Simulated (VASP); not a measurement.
# BN (F-43m) in VASP: settings compared, part 2 of 2

VASP 6.6.1. Earlier steps stand in the parts before.

### Step 6. Single point, LDA, non-collinear spin, typed start

This run uses another cell than the first one, of 5.96 Å³/atom, 0.943 times its volume.

INCAR reads:

```
SYSTEM = BN
ALGO = Normal
EDIFF = 1E-7
ENCUT = 520
GGA = CA
ISIF = 2
ISMEAR = 0
LASPH = .TRUE.
LCHARG = .FALSE.
LNONCOLLINEAR = .TRUE.
LORBIT = 11
LREAL = .FALSE.
LWAVE = .FALSE.
MAGMOM = 0 0 0.5 0 0 0
NBANDS = 20
NELM = 150
PREC = Accurate
SIGMA = 0.1
```

KPOINTS reads:

```
k-points
0
G
  10 10 10
  0 0 0
```

POSCAR reads:

```
BN
1.0
    0.0000000000      1.8130010000      1.8130010000
    1.8130010000      0.0000000000      1.8130010000
    1.8130010000      1.8130010000      0.0000000000
N B
1 1
Direct
    0.2500000000      0.2500000000      0.2500000000
    0.0000000000      0.0000000000      0.0000000000
```

Potentials or basis: VASP PAW LDA potentials, release 64 (N, B).

Started as:

```console
> cat potpaw_LDA.64/N/POTCAR potpaw_LDA.64/B/POTCAR > POTCAR
> mpirun -np 1 vasp_ncl > vasp.out
```

OUTCAR:

```text
SYSTEM = BN
   EDIFF = 1E-7
   ENCUT = 520
   GGA = CA
   ISIF = 2
   ISMEAR = 0
   LASPH = .TRUE.
   LNONCOLLINEAR = .TRUE.
   LORBIT = 11
   LREAL = .FALSE.
   NELM = 150
   PREC = Accurate

 ion  position               nearest neighbor table
   1  0.250  0.250  0.250-   2 1.57   2 1.57   2 1.57   2 1.57
   2  0.000  0.000  0.000-   1 1.57   1 1.57   1 1.57   1 1.57

  LATTYP: Found a face centered cubic cell.
 ALAT       =     3.6260020000

  Lattice vectors:

 A1 = (   0.0000000000,   1.8130010000,   1.8130010000)
 A2 = (   1.8130010000,   0.0000000000,   1.8130010000)
 A3 = (   1.8130010000,   1.8130010000,   0.0000000000)

Analysis of symmetry for initial positions (statically):
=====================================================================
 Subroutine PRICEL returns:
 Original cell was already a primitive cell.

 Routine SETGRP: Setting up the symmetry group for a
 face centered cubic supercell.

 Subroutine GETGRP returns: Found 24 space group operations
 (whereof 24 operations were pure point group operations)
 out of a pool of 48 trial point group operations.

The static configuration has the point symmetry T_d .

Analysis of symmetry for dynamics (positions and initial velocities):
=====================================================================
 Subroutine PRICEL returns:
 Original cell was already a primitive cell.

 Routine SETGRP: Setting up the symmetry group for a
 face centered cubic supercell.

 Subroutine GETGRP returns: Found 24 space group operations
 (whereof 24 operations were pure point group operations)
 out of a pool of 48 trial point group operations.

The dynamic configuration has the point symmetry T_d .

Analysis of structural, dynamic, and magnetic symmetry:
=====================================================================
 Subroutine PRICEL returns:
 Original cell was already a primitive cell.

 Routine SETGRP: Setting up the symmetry group for a
 face centered cubic supercell.

 Subroutine GETGRP returns: Found  4 space group operations
 (whereof  4 operations were pure point group operations)
 out of a pool of 48 trial point group operations.

The overall configuration has the point symmetry S_4 .

 Subroutine INISYM returns: Found  4 space group operations
 (whereof  4 operations are pure point group operations),
 and found     1 'primitive' translations

----------------------------------------------------------------------------------------

                                     Primitive cell

  volume of cell :      11.9186

  direct lattice vectors                    reciprocal lattice vectors
     0.000000000  1.813001000  1.813001000    -0.275785838  0.275785838  0.275785838
     1.813001000  0.000000000  1.813001000     0.275785838 -0.275785838  0.275785838
     1.813001000  1.813001000  0.000000000     0.275785838  0.275785838 -0.275785838

  length of vectors
[... 81 lines left out ...]
   NELM   =    150;   NELMIN=  2; NELMDL= -5     # of ELM steps
   EDIFF  = 0.1E-06   stopping-criterion for ELM
   LREAL  =      F    real-space projection
   EDIFFG = 0.1E-05   stopping-criterion for IOM
   NSW    =      0    number of steps for IOM
   IBRION =     -1    ionic relax: 0-MD 1-quasi-New 2-CG
   NFREE  =      0    steps in history (QN), initial steepest desc. (CG)
   ISIF   =      2    stress and relaxation
   ISYM   =      2    0-nonsym 1-usesym 2-fastsym
   POTIM  = 0.5000    time-step for ionic-motion
   TEBEG  =    0.0;   TEEND  =   0.0 temperature during run
   PSTRESS=    0.0 pullay stress
   NELECT =       8.0000    total number of electrons
   NUPDOWN=      -1.0000    fix difference up-down
   EMIN   =  10.00;   EMAX   =-10.00  energy-range for DOS
   EFERMI =   0.00;   METHOD = LEGACY
   ISMEAR =     0;   SIGMA  =   0.10  broadening in eV -4-tet -1-fermi 0-gaus
   EFERMI_NEDOS =   21; number of points for ismear=-14 and -15
   IALGO  =     38    algorithm
   IMIX   =      4    mixing-type and parameters
     AMIX     =   0.40;   BMIX     =  1.00
     AMIX_MAG =   1.60;   BMIX_MAG =  1.00
  volume/ion in A,a.u.               =       5.96        40.22
  Fermi-wavevector in a.u.,A,eV,Ry     =   1.433387  2.708709 27.954506  2.054598
  Thomas-Fermi vector in A             =   2.552911
   LORBIT       =     11    0 simple, 1 ext, 2 COOP (PROOUT), +10 PAW based schemes
   GGA     = CA    functional components
   LHFCALC =     F    Hartree Fock is set to
   AEXX    =    0.0000 exact exchange contribution
   IVDW    =     0    specifies the selected vdW correction
   LEPSILON=     F    determine dielectric tensor
   LRPA    =     F    only Hartree local field effects (RPA)
 Gauss-broadening in eV      SIGMA  =   0.10
  energy-cutoff  :      520.00
  volume of cell :       11.92
 maximum number of plane-waves:       664
   NGX =  9   NGY =  9   NGZ =  9

 number of electron       8.0000000 magnetization       0.0000000      0.0000000     -0.0001832

 number of electron       8.0000000 magnetization      -0.0000000     -0.0000000     -0.0019017

 number of electron       8.0000000 magnetization      -0.0000000     -0.0000000      0.0004130

 number of electron       8.0000000 magnetization       0.0000000      0.0000000      0.0000382

 Free energy of the ion-electron system (eV)
  ---------------------------------------------------
  ext. energy  EPLUGINS =         0.00000000
  ---------------------------------------------------
  free energy    TOTEN  =       -19.39676565 eV

  energy without entropy =      -19.39676565  energy(sigma->0) =      -19.39676565

 E-fermi :   7.8163     XC(G=0): -13.0610

 val. band max:        7.2752299219   @ k =   0.0000   0.0000   0.0000
 cond. band min:      11.6079974935   @ k =   0.5000   0.5000   0.0000
 fundamental gap:      4.3327675716
 Fermi energy:         7.8162661455

 k-point     1 :       0.0000    0.0000    0.0000
  band No.  band energies     occupation
      1     -12.6913      1.00000
      2     -12.6912      1.00000
      3       7.2752      1.00000
      4       7.2752      1.00000
      5       7.2752      1.00000
      6       7.2752      1.00000
[... 541 lines left out ...]
     19      32.3075      0.00000
     20      32.3076      0.00000

 [... further k-points ...]

------------------------ aborting loop because EDIFF is reached ----------------------------------------

  FORCE on cell =-STRESS in cart. coord.  units (eV):
  Direction    XX          YY          ZZ          XY          YZ          ZX
  --------------------------------------------------------------------------------------
  -------------------------------------------------------------------------------------
  Total       -0.9927059     -0.9927059     -0.9927058      0.0000000      0.0000000      0.0000000
  in kB     -133.4464572   -133.4464572   -133.4464525      0.0000028      0.0000000      0.0000000
  external PRESSURE =    -133.4464556 kB  Pullay stress =       0.0000000 kB

 VOLUME and BASIS-vectors are now :
 -----------------------------------------------------------------------------
  energy-cutoff  :      520.00
  volume of cell :       11.92
      direct lattice vectors                 reciprocal lattice vectors
     0.000000000  1.813001000  1.813001000    -0.275785838  0.275785838  0.275785838
     1.813001000  0.000000000  1.813001000     0.275785838 -0.275785838  0.275785838
     1.813001000  1.813001000  0.000000000     0.275785838  0.275785838 -0.275785838

 POSITION                                       TOTAL-FORCE (eV/Angst)
 -----------------------------------------------------------------------------------
      0.90650      0.90650      0.90650         0.000000      0.000000      0.000000
      0.00000      0.00000      0.00000        -0.000000     -0.000000     -0.000000
 -----------------------------------------------------------------------------------
    total drift:                               -0.000000     -0.000000     -0.000000

  FREE ENERGIE OF THE ION-ELECTRON SYSTEM (eV)
  ---------------------------------------------------
  free  energy   TOTEN  =       -19.3967656511 eV

  energy  without entropy=      -19.3967656511  energy(sigma->0) =      -19.39676565

 total charge

# of ion       s       p       d       tot
------------------------------------------
    1        1.199   2.727   0.000   3.926
    2        0.669   1.360   0.000   2.029
--------------------------------------------------
tot          1.868   4.087   0.000   5.955

 magnetization (x)

# of ion       s       p       d       tot
------------------------------------------
    1        0.000   0.000   0.000   0.000
    2        0.000   0.000   0.000   0.000
--------------------------------------------------
tot          0.000   0.000   0.000   0.000

 magnetization (y)

# of ion       s       p       d       tot
------------------------------------------
    1        0.000   0.000   0.000   0.000
    2        0.000   0.000   0.000   0.000
--------------------------------------------------
tot          0.000   0.000   0.000   0.000

 magnetization (z)

# of ion       s       p       d       tot
------------------------------------------
    1       -0.000  -0.000   0.000  -0.000
    2        0.000   0.000   0.000   0.000
--------------------------------------------------
tot          0.000  -0.000   0.000   0.000
```

OSZICAR:

```text
N       E                     dE             d eps       ncg     rms          rms(c)
DAV:   1     0.160599066931E+02    0.16060E+02   -0.41145E+03 10264   0.789E+02
DAV:   2    -0.194525300688E+02   -0.35512E+02   -0.33369E+02 13156   0.191E+02
DAV:   3    -0.204369210641E+02   -0.98439E+00   -0.97621E+00 12204   0.268E+01
DAV:   4    -0.204387372607E+02   -0.18162E-02   -0.18161E-02 11276   0.133E+00
DAV:   5    -0.204387396225E+02   -0.23618E-05   -0.23618E-05 11820   0.478E-02    0.685E+00
DAV:   6    -0.195199693649E+02    0.91877E+00   -0.84294E-01 10516   0.111E+01    0.307E+00
DAV:   7    -0.194245888420E+02    0.95381E-01   -0.10300E-01 11616   0.325E+00    0.189E+00
DAV:   8    -0.193872902732E+02    0.37299E-01   -0.21263E-02 11692   0.140E+00    0.900E-01
DAV:   9    -0.193968408884E+02   -0.95506E-02   -0.96057E-04 11884   0.309E-01    0.138E-01
DAV:  10    -0.193968190707E+02    0.21818E-04   -0.13454E-04 10812   0.137E-01    0.670E-02
DAV:  11    -0.193967837019E+02    0.35369E-04   -0.17446E-05 11076   0.496E-02    0.239E-02
DAV:  12    -0.193967655658E+02    0.18136E-04   -0.38304E-06 11232   0.209E-02    0.965E-03
DAV:  13    -0.193967656511E+02   -0.85241E-07   -0.86664E-08 11476   0.281E-03
   1 F= -.19396766E+02 E0= -.19396766E+02  d E =-.327901E-16  mag=     0.0000     0.0000    -0.0001
```

Wall time 61 s (1 thread of Intel Xeon 6975P-C (Granite Rapids), shared host); peak memory 0.2 GiB.

Results:

```yaml
Free_energy: -19.3968 eV
Pressure: -13.3 GPa
Band_gap_on_the_k_mesh: 4.33 eV, indirect (least direct gap 8.64 eV)
Net_moment: 0.00 μB per cell
Valence_electrons_inside_the_program's_atomic_spheres: N 3.93; B 2.03
```

Moments on the atoms (μB; x, y, z):
```
N   0.00 0.00 0.00
B   0.00 0.00 0.00
```

### Step 7. Overview

```csv
level,potentials or basis,spin,cell,k mesh,smearing,gap on the mesh (eV),pressure (GPa)
PBE,"VASP PAW PBE potentials, release 64 (N, B)",off,"a = 2.614 Å, angles 60.0°, 2 atoms",13 × 13 × 13,fermi-dirac 0.05 eV,4.45,-19.7
PBE,"VASP PAW PBE potentials, release 64 (N, B)",off,"a = 2.529 Å, angles 60.0°, 2 atoms",13 × 13 × 13,fermi-dirac 0.05 eV,4.57,16.2
PBE,"VASP PAW PBE potentials, release 64 (N, B)",off,"a = 2.581 Å, angles 60.0°, 2 atoms",13 × 13 × 13,fermi-dirac 0.05 eV,4.50,-7.3
PBEsol,"VASP PAW PBE potentials, release 64 (N, B)",off,"a = 2.564 Å, angles 60.0°, 2 atoms",13 × 13 × 13,gaussian 0.05 eV,4.34,-5.7
LDA,"VASP PAW LDA potentials, release 64 (N, B)","non-collinear, typed start","a = 2.564 Å, angles 60.0°, 2 atoms",10 × 10 × 10,gaussian 0.1 eV,4.33,-13.3
```

Alike in all rows: task single point; cutoff (eV) 520.

Caveats: the PAW data sets were made with another functional, which shifts forces and pressure a little (some runs).

Absolute energies hang on the potentials; compare differences alone.
